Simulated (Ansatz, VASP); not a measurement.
**Two plane-wave programs on ZnSe**

INCAR

```
SYSTEM = ZnSe
  PREC = Accurate
  ENCUT = 520
  EDIFF = 1E-6
  ISMEAR = 0
  SIGMA = 0.05
  LREAL = .False.
  LASPH = .True.
  NELM = 60
  ALGO = Normal
  ISIF = 2
  LWAVE = .False.
  LCHARG = .True.
  GGA = PS
  LELF = .True.
  LVHAR = .True.
  NBANDS = 26
```

The input KPOINTS:

```
regular mesh
0
Gamma
  8 8 6
  0 0 0
```

The input POSCAR:

```
ZnSe
1.0
    3.8967330728      0.0000000000      0.0000000000
    0.0000000000      3.8967330728      0.0000000000
    0.0000000000      0.0000000000      5.3509728174
Zn Se
2 2
Direct
    0.0000000000      0.0000000000      0.0000000000
    0.5000000000      0.5000000000      0.0000000000
    0.0000000000      0.5000000000      0.3224306008
    0.5000000000      0.0000000000      0.6775693992
```

Input for Ansatz:

```yaml
crystal:
  lattice:
    - [3.8967330728, 0.0, 0.0]
    - [0.0, 3.8967330728, 0.0]
    - [0.0, 0.0, 5.3509728174]
  atoms:
    - { symbol: Zn, position: [0.0, 0.0, 0.0] }
    - { symbol: Zn, position: [0.5, 0.5, 0.0] }
    - { symbol: Se, position: [0.0, 0.5, 0.3224306008] }
    - { symbol: Se, position: [0.5, 0.0, 0.6775693992] }
basis:
  ecutwfc: 520.0
kpoints:
  mp_grid: { grid: [8, 8, 6] }
hamiltonian:
  xc: pbesol
  pseudopotentials: { kind: paw, azcp: { folder: soft_1 } }
scf:
  occupations: { method: gaussian, width: 0.05 }
output:
  forces: true
  stress: true
  eigenvalues: true
```

Alike in both runs: task single point; functional PBEsol; k mesh 8 × 8 × 6; occupations gaussian, width 0.05 eV; no spin polarisation.

```csv
,VASP,Ansatz
version,VASP 6.6.1,Ansatz 0.2.0
potentials or method,"VASP PAW PBE potentials, release 64 (Zn, Se), cutoff 520 eV","scalar-relativistic, plane waves, PAW"
valence electrons in the cell,36,56
```

```tsv
	VASP	Ansatz	Ansatz less VASP
gap on the k mesh at the Fermi level (eV)	0.68	0.68	-0.008
least direct gap on the mesh (eV)	0.68	0.68	-0.008
pressure (GPa)	-2.7	-3.0	-0.28
traceless stress, the component that is largest in VASP (GPa)	-5.94	-5.99	-0.045
rms of the force components (eV/Å)	0.778	0.793	+0.0148
```

VASP's potentials were made for PBE, not for PBEsol, and Ansatz warns of the same on its side. Atom by atom the forces differ by 0.015 eV/Å (rms over components). The functional is the same, so the differences come from potentials, cutoffs and numerics. VASP's potentials hold 36 valence electrons a cell and Ansatz's 56, so a difference there can come from the potentials and not from the codes.
